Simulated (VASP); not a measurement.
# CaO (P6_3/mmc) in VASP: notebook, part 2 of 2

VASP 6.6.1.

### Step 3. Single point, PBE (17.14 Å³/atom)

INCAR reads:

```
  PREC = Accurate
  ENCUT = 520
  EDIFF = 1E-6
  ISMEAR = 0
  SIGMA = 0.05
  LREAL = F
  LASPH = T
  NELM = 100
  ALGO = Normal
  ISIF = 2
  LWAVE = F
  LCHARG = T
  GGA = PE
  LELF = T
  LVHAR = T
  NBANDS = 24
```

KPOINTS reads:

```
regular mesh
0
Gamma
  9 9 6
```

POSCAR reads:

```
CaO
1.0
    4.0399853332      0.0000000000      0.0000000000
   -2.0199926666      3.4987299294      0.0000000000
    0.0000000000      0.0000000000      4.8501510201
Ca O
2 2
Direct
    0.3333333333      0.6666666667      0.7500000000
    0.6666666667      0.3333333333      0.2500000000
    0.3333333333      0.6666666667      0.2500000000
    0.6666666667      0.3333333333      0.7500000000
```

Potentials or basis: VASP PAW PBE potentials, release 64 (Ca_sv, O).

Started as:

```
$ cat potpaw_PBE.64/Ca_sv/POTCAR potpaw_PBE.64/O/POTCAR > POTCAR
$ mpirun -np 1 vasp_std > vasp.out
```

OUTCAR:

```text
PREC = Accurate
   ENCUT = 520
   EDIFF = 1E-6
   ISMEAR = 0
   LREAL = F
   LASPH = T
   NELM = 100
   ISIF = 2
   GGA = PE

 ion  position               nearest neighbor table
   1  0.333  0.667  0.750-   4 2.33   4 2.33   4 2.33   3 2.43   3 2.43
   2  0.667  0.333  0.250-   3 2.33   3 2.33   3 2.33   4 2.43   4 2.43
   3  0.333  0.667  0.250-   2 2.33   2 2.33   2 2.33   1 2.43   1 2.43
   4  0.667  0.333  0.750-   1 2.33   1 2.33   1 2.33   2 2.43   2 2.43

  LATTYP: Found a hexagonal cell.
 ALAT       =     4.0399853332
 C/A-ratio  =     1.2005367891

  Lattice vectors:

 A1 = (   4.0399853332,   0.0000000000,   0.0000000000)
 A2 = (  -2.0199926666,   3.4987299294,   0.0000000000)
 A3 = (   0.0000000000,   0.0000000000,   4.8501510201)

Analysis of symmetry for initial positions (statically):
=====================================================================
 Subroutine PRICEL returns:
 Original cell was already a primitive cell.

 Routine SETGRP: Setting up the symmetry group for a
 hexagonal supercell.

[... 171 lines left out ...]
  energy without entropy =      -25.34496328  energy(sigma->0) =      -25.34496328

 E-fermi :   1.4238     XC(G=0):  -9.2298

 val. band max:        1.1665832579   @ k =   0.0000   0.0000   0.0000
 cond. band min:       4.2005751940   @ k =   0.0000   0.0000   0.0000
 fundamental gap:      3.0339919361
 Fermi energy:         1.4237787160

 k-point     1 :       0.0000    0.0000    0.0000
  band No.  band energies     occupation
      1     -36.6467      2.00000
      2     -36.5364      2.00000
      3     -17.9392      2.00000
      4     -17.7306      2.00000
      5     -17.7306      2.00000
      6     -17.5586      2.00000
[... 637 lines left out ...]
     23       9.3712      0.00000
     24       9.7465      0.00000

 [... further k-points ...]

------------------------ aborting loop because EDIFF is reached ----------------------------------------

  FORCE on cell =-STRESS in cart. coord.  units (eV):
  Direction    XX          YY          ZZ          XY          YZ          ZX
  --------------------------------------------------------------------------------------
  -------------------------------------------------------------------------------------
  Total       -0.7114629     -0.7114629     -0.7950550      0.0000000     -0.0000000      0.0000000
  in kB      -16.6271334    -16.6271334    -18.5807098      0.0000000     -0.0000000      0.0000000
  external PRESSURE =     -17.2783255 kB  Pullay stress =       0.0000000 kB

 VOLUME and BASIS-vectors are now :
 -----------------------------------------------------------------------------
  energy-cutoff  :      520.00
  volume of cell :       68.56
      direct lattice vectors                 reciprocal lattice vectors
     4.039985333  0.000000000  0.000000000     0.247525651  0.142909001  0.000000000
    -2.019992667  3.498729929  0.000000000     0.000000000  0.285818003  0.000000000
     0.000000000  0.000000000  4.850151020     0.000000000  0.000000000  0.206179147

 POSITION                                       TOTAL-FORCE (eV/Angst)
 -----------------------------------------------------------------------------------
     -0.00000      2.33249      3.63761         0.000000     -0.000000      0.000000
      2.01999      1.16624      1.21254         0.000000     -0.000000      0.000000
     -0.00000      2.33249      1.21254        -0.000000     -0.000000      0.000000
      2.01999      1.16624      3.63761         0.000000      0.000000      0.000000
 -----------------------------------------------------------------------------------
    total drift:                               -0.000000      0.000000     -0.000000

  FREE ENERGIE OF THE ION-ELECTRON SYSTEM (eV)
  ---------------------------------------------------
  free  energy   TOTEN  =       -25.3449632801 eV

  energy  without entropy=      -25.3449632801  energy(sigma->0) =      -25.34496328
```

It took 98 s on 1 thread of Intel Xeon 8259CL, shared host; peak memory 0.21 GiB.

Results:

* Free energy: -25.3450 eV
* Pressure: -1.7 GPa
* Band gap on the k mesh: 3.03 eV

A k mesh can miss the band edges.

### Step 4. Single point, PBE (17.14 Å³/atom)

INCAR reads:

```
  PREC = Accurate
  ENCUT = 520
  EDIFF = 1E-6
  ISMEAR = 0
  SIGMA = 0.05
  LREAL = F
  LASPH = T
  NELM = 60
  ALGO = Normal
  ISIF = 2
  LWAVE = F
  LCHARG = F
  GGA = PE
  NBANDS = 24
```

KPOINTS reads:

```
Automatic mesh
0
Gamma
  9 9 6
```

POSCAR reads:

```
CaO
1.0
    3.9331983408      0.0000000000      0.0000000000
   -1.9665991704      3.4062496812      0.0000000000
    0.0000000000      0.0000000000      5.1170910414
Ca O
2 2
Direct
    0.3333333333      0.6666666667      0.7500000000
    0.6666666667      0.3333333333      0.2500000000
    0.3333333333      0.6666666667      0.2500000000
    0.6666666667      0.3333333333      0.7500000000
```

Started as:

```
$ cat potpaw_PBE.64/Ca_sv/POTCAR potpaw_PBE.64/O/POTCAR > POTCAR
$ mpirun -np 1 vasp_std > vasp.out
```

Wall time 1.9 min (1 thread of Intel Xeon 8259CL, shared host); peak memory 0.22 GiB.

It converged, with:

```yaml
Free_energy: -25.2495 eV
Pressure: -1.1 GPa
Band_gap_on_the_k_mesh: 3.15 eV
```

Stress tensor (GPa, compression positive):
```
 1.54  0.00  0.00
 0.00  1.54  0.00
 0.00  0.00 -6.25
```

Levels at points of the mesh, in eV from the valence-band top:
```csv
k point,band 13,band 14,band 15,band 16,band 17,band 18,band 19,band 20
"(0.00, 0.00, 0.00)",-1.10,-1.07,-1.07,0.00,3.15,6.32,6.32,7.09
"(0.00, 0.00, 0.50)",-1.14,-1.14,-1.14,-1.14,5.06,5.06,7.60,7.60
```

Caveat: the stress differs along the axes, from -6 to 2 GPa.

### Step 5. Single point, PBE (17.14 Å³/atom)

INCAR reads:

```
SYSTEM = CaO
PREC     = Accurate       ! precision mode
ENCUT    = 520            ! plane-wave cutoff, eV
EDIFF    = 1E-6           ! SCF threshold, eV
ISMEAR   = 0              ! smearing method
SIGMA    = 0.05           ! smearing width, eV
LREAL    = .False.        ! projectors in reciprocal space
LASPH    = .True.         ! aspherical terms in the spheres
NELM     = 100            ! most SCF steps
ALGO     = Normal         ! electronic algorithm
ISIF     = 2              ! what is computed and relaxed
LWAVE    = .False.        ! write WAVECAR
LCHARG   = .True.         ! write CHGCAR
GGA      = PE             ! functional
LELF     = .True.         ! ELF
LVHAR    = .True.       
NBANDS   = 24             ! bands
```

KPOINTS reads:

```
regular mesh
0
Gamma
  9 9 6
  0 0 0
```

POSCAR reads:

```
CaO
1.0
    4.1497107501      0.0000000000      0.0000000000
   -2.0748553751      3.5937549280      0.0000000000
    0.0000000000      0.0000000000      4.5970495690
Ca O
2 2
Direct
    0.3333333333      0.6666666667      0.7500000000
    0.6666666667      0.3333333333      0.2500000000
    0.3333333333      0.6666666667      0.2500000000
    0.6666666667      0.3333333333      0.7500000000
```

Started as:

```
$ cat potpaw_PBE.64/Ca_sv/POTCAR potpaw_PBE.64/O/POTCAR > POTCAR
$ mpirun -np 1 vasp_std > vasp.out
```

Run time: 88 s. Hardware: 1 thread of Intel Xeon 8259CL, shared host; peak memory 0.22 GiB.

Results (log left out):

```yaml
Free_energy: -25.2349 eV
Pressure: 0.0 GPa
Band_gap_on_the_k_mesh: 2.76 eV
```

Stress tensor (GPa, compression positive):
```
-3.52  0.00  0.00
 0.00 -3.52  0.00
 0.00  0.00  6.98
```

Levels at points of the mesh, in eV from the valence-band top:
```csv
k point,band 14,band 15,band 16,band 17,band 18,band 19
"(0.00, 0.00, 0.00)",-1.16,-0.94,0.00,2.76,5.81,5.81
"(0.00, 0.00, 0.50)",-1.39,-1.39,-1.39,4.55,4.55,7.60
```

Caveat: the stress differs along the axes, from -4 to 7 GPa.

### Step 6. Overview

| cell | gap on the mesh (eV) | pressure (GPa) |
| --- | --- | --- |
| a = 4.095, b = 4.095, c = 4.722 Å, angles 90.0, 90.0, 120.0°, 4 atoms | 2.92 | -1.2 |
| a = 4.040, b = 4.040, c = 4.850 Å, angles 90.0, 90.0, 120.0°, 4 atoms | 3.03 | -1.7 |
| a = 3.933, b = 3.933, c = 5.117 Å, angles 90.0, 90.0, 120.0°, 4 atoms | 3.15 | -1.1 |
| a = 4.150, b = 4.150, c = 4.597 Å, angles 90.0, 90.0, 120.0°, 4 atoms | 2.76 | 0.0 |

Alike in all rows: task single point; level PBE; potentials or basis VASP PAW PBE potentials, release 64 (Ca_sv, O); no spin polarisation; k mesh 9 × 9 × 6; cutoff (eV) 520; smearing gaussian 0.05 eV.

Caveats: the stress differs along the axes, from -6 to 2 GPa (at least some runs); the stress differs along the axes, from -4 to 7 GPa (at least some runs).

Absolute energies hang on the potentials; compare differences alone.
